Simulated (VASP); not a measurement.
# Mn3Si (Fm-3m) in VASP: further runs, part 2 of 2

VASP 6.6.1. Earlier steps stand in the parts before.

### 3 Single point, LDA, collinear spin, ferrimagnetic start

The input, INCAR:

```
SYSTEM = Mn3Si
PREC = Accurate
ENCUT = 520
EDIFF = 1E-6
ISMEAR = -1
SIGMA = 0.05
LREAL = .FALSE.
LASPH = .TRUE.
NELM = 150
ALGO = Normal
ISIF = 2
LWAVE = .FALSE.
LCHARG = .FALSE.
ISPIN = 2
MAGMOM = 4 -4 -4 0
LORBIT = 11
LMAXMIX = 4
NBANDS = 34
```

The input, KPOINTS:

```
regular mesh
0
G
  10 10 10
  0 0 0
```

The input, POSCAR:

```
Mn3Si
1.0
    0.0000000000      2.8610000000      2.8610000000
    2.8610000000      0.0000000000      2.8610000000
    2.8610000000      2.8610000000      0.0000000000
Mn Si
3 1
Direct
    0.5000000000      0.5000000000      0.5000000000
    0.2500000000      0.2500000000      0.2500000000
    0.7500000000      0.7500000000      0.7500000000
    0.0000000000      0.0000000000      0.0000000000
```

Potentials or basis: VASP PAW LDA potentials, release 64 (Mn_pv, Si).

Command:

```bash
$ cat potpaw_LDA.64/Mn_pv/POTCAR potpaw_LDA.64/Si/POTCAR > POTCAR
$ mpirun -np 1 vasp_std > vasp.out
```

It took 68 s on 1 thread of Intel Xeon 6975P-C (Granite Rapids), shared host; peak memory 0.23 GiB.

It converged, with:

- Free energy: -37.2538 eV
- Pressure: -24.0 GPa
- Net moment: 1.09 μB per cell
- Site moments: Mn +2.29, -0.64 (each value once); Si +0.04 μB
- Valence electrons inside the program's atomic spheres: Mn 11.82, 11.92 (each value once); Si 1.62

Levels at points of the mesh, in eV from the Fermi level:
Spin up:
```tsv
k point	band 19	band 20	band 21	band 22	band 23	band 24	band 25	band 26
(0.00, 0.00, 0.00)	0.03	0.03	0.66	0.66	0.66	1.24	1.24	3.47
(0.50, 0.00, 0.00)	-0.56	-0.54	-0.54	-0.11	-0.11	0.56	0.56	0.80
(0.50, 0.50, 0.00)	-1.63	-0.74	-0.22	-0.22	0.21	0.67	0.82	0.82
```
Spin down:
| k point | band 19 | band 20 | band 21 | band 22 | band 23 | band 24 |
| --- | --- | --- | --- | --- | --- | --- |
| (0.00, 0.00, 0.00) | 0.22 | 0.22 | 0.22 | 0.80 | 0.80 | 1.49 |
| (0.50, 0.00, 0.00) | -1.01 | -1.01 | -0.96 | 0.87 | 0.87 | 1.40 |
| (0.50, 0.50, 0.00) | -0.61 | -0.61 | 0.05 | 0.16 | 0.75 | 0.82 |

Caveat: the cell stands under tension.

### 4 Single point, LDA, collinear spin, ferrimagnetic start

The input, INCAR:

```
SYSTEM = Mn3Si
ALGO = Normal
EDIFF = 1E-6
ENCUT = 520
GGA = CA
ISIF = 2
ISMEAR = -1
ISPIN = 2
LASPH = .True.
LCHARG = .False.
LMAXMIX = 4
LORBIT = 11
LREAL = .False.
LWAVE = .False.
MAGMOM = 4 -4 -4 0
NBANDS = 34
NELM = 150
PREC = Accurate
SIGMA = 0.05
```

The input, KPOINTS:

```
k-points
0
Gamma
  10 10 10
  0 0 0
```

POSCAR is that of step 3.

Potentials or basis: VASP PAW LDA potentials, release 64 (Mn_pv, Si).

Command:

```bash
$ cat potpaw_LDA.64/Mn_pv/POTCAR potpaw_LDA.64/Si/POTCAR > POTCAR
$ mpirun -np 1 vasp_std > vasp.out
```

OUTCAR:

```text
SYSTEM = Mn3Si
   EDIFF = 1E-6
   ENCUT = 520
   GGA = CA
   ISIF = 2
   ISMEAR = -1
   ISPIN = 2
   LASPH = .True.
   LORBIT = 11
   LREAL = .False.
   NELM = 150
   PREC = Accurate

 ion  position               nearest neighbor table
   1  0.500  0.500  0.500-   2 2.48   2 2.48   2 2.48   3 2.48   3 2.48   3 2.48   3 2.48   2 2.48
                             4 2.86   4 2.86   4 2.86   4 2.86   4 2.86   4 2.86
   2  0.250  0.250  0.250-   4 2.48   4 2.48   4 2.48   1 2.48   1 2.48   1 2.48   4 2.48   1 2.48
                             3 2.86   3 2.86   3 2.86   3 2.86   3 2.86   3 2.86
   3  0.750  0.750  0.750-   1 2.48   1 2.48   1 2.48   4 2.48   4 2.48   4 2.48   4 2.48   1 2.48
                             2 2.86   2 2.86   2 2.86   2 2.86   2 2.86   2 2.86
   4  0.000  0.000  0.000-   3 2.48   3 2.48   3 2.48   2 2.48   2 2.48   2 2.48   3 2.48   2 2.48
                             1 2.86   1 2.86   1 2.86   1 2.86   1 2.86   1 2.86

  LATTYP: Found a face centered cubic cell.
 ALAT       =     5.7220000000

  Lattice vectors:

 A1 = (   0.0000000000,   2.8610000000,   2.8610000000)
[... 1945 lines left out ...]
  --------------------------------------------------------------------------------------
  -------------------------------------------------------------------------------------
  Total       -7.0153843     -7.0153843     -7.0153843      0.0000000      0.0000000     -0.0000000
  in kB     -239.9818964   -239.9818964   -239.9818964      0.0000000      0.0000000     -0.0000000
  external PRESSURE =    -239.9818964 kB  Pullay stress =       0.0000000 kB

 VOLUME and BASIS-vectors are now :
 -----------------------------------------------------------------------------
  energy-cutoff  :      520.00
  volume of cell :       46.84
      direct lattice vectors                 reciprocal lattice vectors
     0.000000000  2.861000000  2.861000000    -0.174764069  0.174764069  0.174764069
     2.861000000  0.000000000  2.861000000     0.174764069 -0.174764069  0.174764069
     2.861000000  2.861000000  0.000000000     0.174764069  0.174764069 -0.174764069

 POSITION                                       TOTAL-FORCE (eV/Angst)
 -----------------------------------------------------------------------------------
      2.86100      2.86100      2.86100        -0.000000      0.000000     -0.000000
      1.43050      1.43050      1.43050         0.000000      0.000000      0.000000
      4.29150      4.29150      4.29150        -0.000000     -0.000000     -0.000000
      0.00000      0.00000      0.00000        -0.000000      0.000000     -0.000000
 -----------------------------------------------------------------------------------
    total drift:                                0.000000     -0.000000      0.000000

  FREE ENERGIE OF THE ION-ELECTRON SYSTEM (eV)
  ---------------------------------------------------
  free  energy   TOTEN  =       -37.2537914934 eV

  energy  without entropy=      -37.2188829803  energy(sigma->0) =      -37.23633724

 total charge

# of ion       s       p       d       tot
------------------------------------------
    1        0.375   6.346   5.100  11.822
    2        0.335   6.344   5.243  11.922
    3        0.335   6.344   5.243  11.922
    4        0.726   0.891   0.000   1.617
--------------------------------------------------
tot          1.771  19.926  15.586  37.283

 magnetization (x)

# of ion       s       p       d       tot
------------------------------------------
    1        0.019   0.020   2.256   2.294
    2       -0.004  -0.011  -0.621  -0.636
    3       -0.004  -0.011  -0.621  -0.636
    4        0.019   0.016   0.000   0.035
--------------------------------------------------
tot          0.029   0.014   1.013   1.056
```

OSZICAR:

```text
N       E                     dE             d eps       ncg     rms          rms(c)
DAV:   1     0.489353140414E+03    0.48935E+03   -0.23339E+04  6480   0.161E+03
DAV:   2    -0.112174690508E+02   -0.50057E+03   -0.47819E+03  6392   0.472E+02
DAV:   3    -0.389186944366E+02   -0.27701E+02   -0.26845E+02  6954   0.127E+02
DAV:   4    -0.394081120244E+02   -0.48942E+00   -0.48776E+00  6900   0.166E+01
DAV:   5    -0.394178191511E+02   -0.97071E-02   -0.97065E-02  7012   0.242E+00    0.299E+01
DAV:   6    -0.379531491983E+02    0.14647E+01   -0.26153E+01  6778   0.522E+01    0.165E+01
DAV:   7    -0.413454347405E+02   -0.33923E+01   -0.23054E+01  6636   0.456E+01    0.317E+01
DAV:   8    -0.372928638031E+02    0.40526E+01   -0.12557E+01  6572   0.263E+01    0.611E+00
DAV:   9    -0.372815906858E+02    0.11273E-01   -0.28822E-01  6654   0.425E+00    0.213E+00
DAV:  10    -0.372571232054E+02    0.24467E-01   -0.48598E-02  6996   0.183E+00    0.110E+00
DAV:  11    -0.372535811205E+02    0.35421E-02   -0.82801E-03  7090   0.849E-01    0.455E-01
DAV:  12    -0.372536934694E+02   -0.11235E-03   -0.19766E-03  6950   0.319E-01    0.238E-01
DAV:  13    -0.372537848626E+02   -0.91393E-04   -0.48583E-04  6866   0.166E-01    0.120E-01
DAV:  14    -0.372537922299E+02   -0.73673E-05   -0.17609E-04  6684   0.943E-02    0.396E-02
DAV:  15    -0.372537918640E+02    0.36584E-06   -0.12427E-05  6520   0.272E-02    0.233E-02
DAV:  16    -0.372537914934E+02    0.37069E-06   -0.12782E-06  3574   0.977E-03
   1 F= -.37253791E+02 E0= -.37236337E+02  d E =-.349085E-01  mag=     1.0921
```

It took 71 s on 1 thread of Intel Xeon 6975P-C (Granite Rapids), shared host; peak memory 0.23 GiB.

Results:

```yaml
Free_energy: -37.2538 eV
Pressure: -24.0 GPa
Net_moment: 1.09 μB per cell
Site_moments: Mn +2.29, -0.64 (each value once); Si +0.04 μB
Valence_electrons_inside_the_program's_atomic_spheres: Mn 11.82, 11.92 (each value once); Si 1.62
```

Caveat: the cell stands under tension.

### 5 Single point, LDA, collinear spin, ferrimagnetic start

The input, INCAR:

```
SYSTEM = Mn3Si
PREC     = Accurate       ! precision mode
ENCUT    = 520            ! plane-wave cutoff, eV
EDIFF    = 1E-7           ! SCF threshold, eV
ISMEAR   = -1             ! smearing method
SIGMA    = 0.05           ! smearing width, eV
LREAL    = .FALSE.        ! projectors in reciprocal space
LASPH    = .TRUE.         ! aspherical terms in the spheres
NELM     = 150            ! most SCF steps
ALGO     = Normal         ! electronic algorithm
ISIF     = 2              ! what is computed and relaxed
LWAVE    = .FALSE.        ! write WAVECAR
LCHARG   = .FALSE.        ! write CHGCAR
ISPIN    = 2              ! spin polarisation
MAGMOM   = 4 4 -4 0       ! initial moments
LORBIT   = 11             ! projections on sites
LMAXMIX  = 4              ! l up to which the mixer works
GGA      = CA             ! functional
NBANDS   = 34             ! bands
```

The input, KPOINTS:

```
regular mesh
0
G
  10 10 10
  0 0 0
```

POSCAR is that of step 4.

Command:

```bash
$ cat potpaw_LDA.64/Mn_pv/POTCAR potpaw_LDA.64/Si/POTCAR > POTCAR
$ mpirun -np 1 vasp_std > vasp.out
```

Wall time 97 s (1 thread of Intel Xeon 6975P-C (Granite Rapids), shared host); peak memory 0.23 GiB.

The run converged. Its results:

* Free energy: -37.2538 eV
* Pressure: -24.0 GPa
* Net moment: 1.09 μB per cell
* Site moments: Mn +2.29, -0.64 (each value once); Si +0.04 μB
* Valence electrons inside the program's atomic spheres: Mn 11.82, 11.92 (each value once); Si 1.62

Levels at points of the mesh, in eV from the Fermi level:
Spin up:
```
           k point  band 19  band 20  band 21  band 22  band 23  band 24  band 25  band 26
(0.00, 0.00, 0.00)     0.03     0.03     0.66     0.66     0.66     1.24     1.24     3.47
(0.50, 0.00, 0.00)    -0.56    -0.54    -0.54    -0.11    -0.11     0.56     0.56     0.80
(0.50, 0.50, 0.00)    -1.63    -0.74    -0.22    -0.22     0.21     0.67     0.82     0.82
```
Spin down:
```
           k point  band 19  band 20  band 21  band 22  band 23  band 24
(0.00, 0.00, 0.00)     0.22     0.22     0.22     0.80     0.80     1.49
(0.50, 0.00, 0.00)    -1.01    -1.01    -0.96     0.87     0.87     1.40
(0.50, 0.50, 0.00)    -0.61    -0.61     0.05     0.15     0.75     0.82
```

Caveat: the cell stands under tension.
